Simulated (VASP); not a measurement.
# Ir (Fm-3m) in VASP: single point with PBE

Aim: the single point of Ir with PBE.

Program: VASP 6.6.1. These are calculated values, not measurements. Logs are shortened: lines on timing, memory, paths and dates and some standing lists are left out, and cuts for length are marked.

## 1. The cell of the first run

The structure is cubic, space group Fm-3m (No. 225). The conventional cell has a = 3.831 Å, b = 3.831 Å, c = 3.831 Å, α = 90.00°, β = 90.00°, γ = 90.00°. Ir (site symmetry m-3m) has 12 Ir at 2.71 Å within 3.6 Å.

## 2. Single point, PBE

INCAR reads:

```
  PREC = Accurate
  ENCUT = 500
  EDIFF = 1E-6
  ISMEAR = -1
  SIGMA = 0.15
  LREAL = False
  LASPH = True
  NELM = 120
  ALGO = Normal
  ISIF = 2
  LWAVE = False
  LCHARG = True
  GGA = PE
  LELF = True
  LVHAR = True
  NBANDS = 10
  GGA_COMPAT = False
```

KPOINTS reads:

```
regular mesh
0
Gamma
  13 13 13
```

POSCAR reads:

```
Ir
1.0
    2.7090680000      0.0000000000      0.0000000000
    1.3545340000      2.3461217086      0.0000000000
    1.3545340000      0.7820405695      2.2119447595
Ir
1
Direct
    0.0000000000      0.0000000000      0.0000000000
```

Potentials or basis: VASP PAW PBE potentials, release 64 (Ir).

Run with:

```sh
$ cat potpaw_PBE.64/Ir/POTCAR > POTCAR
$ mpirun -np 1 vasp_std > vasp.out
```

OUTCAR:

```text
PREC = Accurate
   ENCUT = 500
   EDIFF = 1E-6
   ISMEAR = -1
   LREAL = False
   LASPH = True
   NELM = 120
   ISIF = 2
   GGA = PE

 ion  position               nearest neighbor table
   1  0.000  0.000  0.000-

  LATTYP: Found a face centered cubic cell.
 ALAT       =     3.8312007070

  Lattice vectors:

 A1 = (   2.7090680000,   0.0000000000,   0.0000000000)
 A2 = (   1.3545340000,   2.3461217086,   0.0000000000)
 A3 = (   1.3545340000,   0.7820405695,   2.2119447595)

Analysis of symmetry for initial positions (statically):
=====================================================================
 Subroutine PRICEL returns:
 Original cell was already a primitive cell.

 Routine SETGRP: Setting up the symmetry group for a
 face centered cubic supercell.

 Subroutine GETGRP returns: Found 48 space group operations
 (whereof 48 operations were pure point group operations)
 out of a pool of 48 trial point group operations.

The static configuration has the point symmetry O_h .

Analysis of symmetry for dynamics (positions and initial velocities):
=====================================================================
 Subroutine PRICEL returns:
 Original cell was already a primitive cell.

 Routine SETGRP: Setting up the symmetry group for a
 face centered cubic supercell.

 Subroutine GETGRP returns: Found 48 space group operations
 (whereof 48 operations were pure point group operations)
 out of a pool of 48 trial point group operations.

The dynamic configuration has the point symmetry O_h .

 Subroutine INISYM returns: Found 48 space group operations
 (whereof 48 operations are pure point group operations),
 and found     1 'primitive' translations

----------------------------------------------------------------------------------------

                                     Primitive cell

  volume of cell :      14.0587

  direct lattice vectors                    reciprocal lattice vectors
     2.709068000  0.000000000  0.000000000     0.369130638 -0.213117673 -0.150696952
     1.354534000  2.346121709  0.000000000     0.000000000  0.426235347 -0.150696952
     1.354534000  0.782040570  2.211944760     0.000000000  0.000000000  0.452090856

  length of vectors
     2.709068000  2.709068000  2.709068000     0.452090856  0.452090856  0.452090856

[... 72 lines left out ...]
   ISPIN  =      1    spin polarized calculation?
   LNONCOLLINEAR =      F non collinear calculations
   LSORBIT =      F    spin-orbit coupling
   LASPH  =      T    aspherical Exc in radial PAW
   ENCUT  =  500.0 eV  36.75 Ry    6.06 a.u.   4.94  4.94  4.94*2*pi/ulx,y,z
   NELM   =    120;   NELMIN=  2; NELMDL= -5     # of ELM steps
   EDIFF  = 0.1E-05   stopping-criterion for ELM
   LREAL  =      F    real-space projection
   EDIFFG = 0.1E-04   stopping-criterion for IOM
   NSW    =      0    number of steps for IOM
   IBRION =     -1    ionic relax: 0-MD 1-quasi-New 2-CG
   NFREE  =      0    steps in history (QN), initial steepest desc. (CG)
   ISIF   =      2    stress and relaxation
   ISYM   =      2    0-nonsym 1-usesym 2-fastsym
   POTIM  = 0.5000    time-step for ionic-motion
   TEBEG  =    0.0;   TEEND  =   0.0 temperature during run
   PSTRESS=    0.0 pullay stress
   NELECT =       9.0000    total number of electrons
   NUPDOWN=      -1.0000    fix difference up-down
   EMIN   =  10.00;   EMAX   =-10.00  energy-range for DOS
   EFERMI =   0.00;   METHOD = LEGACY
   ISMEAR =    -1;   SIGMA  =   0.15  broadening in eV -4-tet -1-fermi 0-gaus
   EFERMI_NEDOS =   21; number of points for ismear=-14 and -15
   IALGO  =     38    algorithm
   IMIX   =      4    mixing-type and parameters
     AMIX     =   0.40;   BMIX     =  1.00
     AMIX_MAG =   1.60;   BMIX_MAG =  1.00
  volume/ion in A,a.u.               =      14.06        94.87
  Fermi-wavevector in a.u.,A,eV,Ry     =   1.410936  2.666283 27.085681  1.990741
  Thomas-Fermi vector in A             =   2.532839
   LORBIT       =      0    0 simple, 1 ext, 2 COOP (PROOUT), +10 PAW based schemes
   GGA     = PE    functional components
   LHFCALC =     F    Hartree Fock is set to
   AEXX    =    0.0000 exact exchange contribution
   IVDW    =     0    specifies the selected vdW correction
   LEPSILON=     F    determine dielectric tensor
   LRPA    =     F    only Hartree local field effects (RPA)
 non-spin polarized calculation
  energy-cutoff  :      500.00
  volume of cell :       14.06
 maximum number of plane-waves:       366
   NGX =  9   NGY =  9   NGZ =  9

 number of electron       9.0000000 magnetization

 Free energy of the ion-electron system (eV)
  ---------------------------------------------------
  ext. energy  EPLUGINS =         0.00000000
  ---------------------------------------------------
  free energy    TOTEN  =        -8.86461979 eV

  energy without entropy =       -8.78978285  energy(sigma->0) =       -8.82720132

 E-fermi :  10.5218     XC(G=0): -14.0248

 val. band max:       10.5065543624   @ k =  -0.4615   0.4615  -0.0000
 cond. band min:      10.5583934560   @ k =   0.3077   0.2308   0.0000
 fundamental gap:      0.0518390936
 Fermi energy:        10.5218433249

 k-point     1 :       0.0000    0.0000    0.0000
  band No.  band energies     occupation
      1      -0.6716      2.00000
      2       6.5971      2.00000
      3       6.5971      2.00000
      4       6.5971      2.00000
      5       9.3146      1.99936
      6       9.3146      1.99936
      7      24.8265      0.00000
      8      30.4522      0.00000
      9      30.4522      0.00000
     10      30.4522      0.00000
[... 287 lines left out ...]
 k-point    24 :       0.4615    0.1538    0.0000
  band No.  band energies     occupation
      1       3.1129      2.00000
      2       5.8490      2.00000
      3       6.9030      2.00000
      4       7.3970      2.00000
      5      11.5055      0.00283
      6      12.6932      0.00000
      7      19.2381      0.00000
      8      26.1370      0.00000
      9      29.0322      0.00000
     10      30.2855      0.00000

 [... further k-points ...]
[... 5 lines left out ...]
  --------------------------------------------------------------------------------------
  -------------------------------------------------------------------------------------
  Total        1.1427616      1.1427616      1.1427616      0.0000000     -0.0000000      0.0000000
  in kB      130.2331310    130.2331310    130.2331310      0.0000000     -0.0000000      0.0000000
  external PRESSURE =     130.2331310 kB  Pullay stress =       0.0000000 kB

 VOLUME and BASIS-vectors are now :
 -----------------------------------------------------------------------------
  energy-cutoff  :      500.00
  volume of cell :       14.06
      direct lattice vectors                 reciprocal lattice vectors
     2.709068000  0.000000000  0.000000000     0.369130638 -0.213117673 -0.150696952
     1.354534000  2.346121709  0.000000000     0.000000000  0.426235347 -0.150696952
     1.354534000  0.782040570  2.211944760     0.000000000  0.000000000  0.452090856

 POSITION                                       TOTAL-FORCE (eV/Angst)
 -----------------------------------------------------------------------------------
      0.00000      0.00000      0.00000        -0.000000     -0.000000      0.000000
 -----------------------------------------------------------------------------------
    total drift:                                0.000000      0.000000      0.000000

  FREE ENERGIE OF THE ION-ELECTRON SYSTEM (eV)
  ---------------------------------------------------
  free  energy   TOTEN  =        -8.8646197924 eV

  energy  without entropy=       -8.7897828490  energy(sigma->0) =       -8.82720132
```

OSZICAR:

```text
N       E                     dE             d eps       ncg     rms          rms(c)
DAV:   1     0.475185275655E+02    0.47519E+02   -0.42327E+03  1704   0.792E+02
DAV:   2    -0.852434644137E+01   -0.56043E+02   -0.53486E+02  1716   0.196E+02
DAV:   3    -0.940269154412E+01   -0.87835E+00   -0.87600E+00  2000   0.299E+01
DAV:   4    -0.941024115511E+01   -0.75496E-02   -0.75483E-02  1898   0.257E+00
DAV:   5    -0.941039120529E+01   -0.15005E-03   -0.15005E-03  1914   0.348E-01    0.156E+01
DAV:   6    -0.895850398355E+01    0.45189E+00   -0.76516E-01  1882   0.108E+01    0.653E+00
DAV:   7    -0.887074074863E+01    0.87763E-01   -0.26251E-01  1972   0.582E+00    0.149E+00
DAV:   8    -0.886733990374E+01    0.34008E-02   -0.22513E-03  1838   0.521E-01    0.964E-01
DAV:   9    -0.886461343178E+01    0.27265E-02   -0.19010E-03  1922   0.610E-01    0.153E-02
DAV:  10    -0.886461913540E+01   -0.57036E-05   -0.10880E-05  2304   0.309E-02    0.237E-02
DAV:  11    -0.886461979241E+01   -0.65701E-06   -0.75689E-07  1182   0.105E-02
   1 F= -.88646198E+01 E0= -.88272013E+01  d E =-.748369E-01
```

It took 11 s on 1 thread of Intel Xeon 8259CL, shared host; peak memory 0.14 GiB.

Results:

| Property | Result |
| --- | --- |
| Free energy | -8.8646 eV |
| Pressure | 13.0 GPa |

Caveat: spin-orbit coupling is left out, which moves the levels of the heavy elements.
